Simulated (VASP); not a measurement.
**Al2Au: relaxation of the atoms with PBE**

Crystal: Al2Au.

```xyz
3
Lattice="0.0000 3.0000 3.0000 3.0000 0.0000 3.0000 3.0000 3.0000 0.0000" Properties=species:S:1:pos:R:3 pbc="T T T"
Al    1.5000    1.5000    1.5000
Al    4.5000    4.5000    4.5000
Au    0.0000    0.0000    0.0000
```

```json
{"Program": "VASP 6.6.1", "Task": "relaxation of the atoms", "Functional": "PBE", "Potentials or basis": "VASP PAW PBE potentials, release 64 (Al, Au)", "Cutoff": "520 eV", "k mesh": "10 × 10 × 10", "Occupations": "fermi-dirac, width 0.05 eV", "Spin": "no spin polarisation", "Dipole correction": "no", "Further INCAR settings": "ALGO = Normal; EDIFF = 1e-07; IBRION = 2; EDIFFG = -0.02; NSW = 80"}
```

* Pressure after relaxing: 3.2 GPa

Final structure:
```yaml
crystal:
  lattice:
    - [0.00000, 3.00000, 3.00000]
    - [3.00000, 0.00000, 3.00000]
    - [3.00000, 3.00000, 0.00000]
  atoms:
    - { symbol: Al, position: [0.25000, 0.25000, 0.25000] }
    - { symbol: Al, position: [0.75000, 0.75000, 0.75000] }
    - { symbol: Au, position: [0.00000, 0.00000, 0.00000] }
```

Levels at points of the mesh, in eV from the Fermi level:
```
           k point  band 7  band 8  band 9  band 10  band 11  band 12
(0.00, 0.00, 0.00)    2.26    2.97    2.97     2.97     3.93     3.93
(0.50, 0.00, 0.00)   -5.43    0.37    0.37     3.31     3.62     3.83
(0.50, 0.50, 0.00)   -5.00   -2.10   -2.10     1.28     2.11     7.66
```

It took 13 s on 1 thread of Intel(R) Xeon(R) Platinum 8375C CPU @ 2.90GHz (Ice Lake), with other jobs on the host, peak memory 0.19 GiB.

Caveat: the relaxation stopped at its first step, so nothing moved; spin-orbit coupling is left out, which moves the levels of the heavy elements.
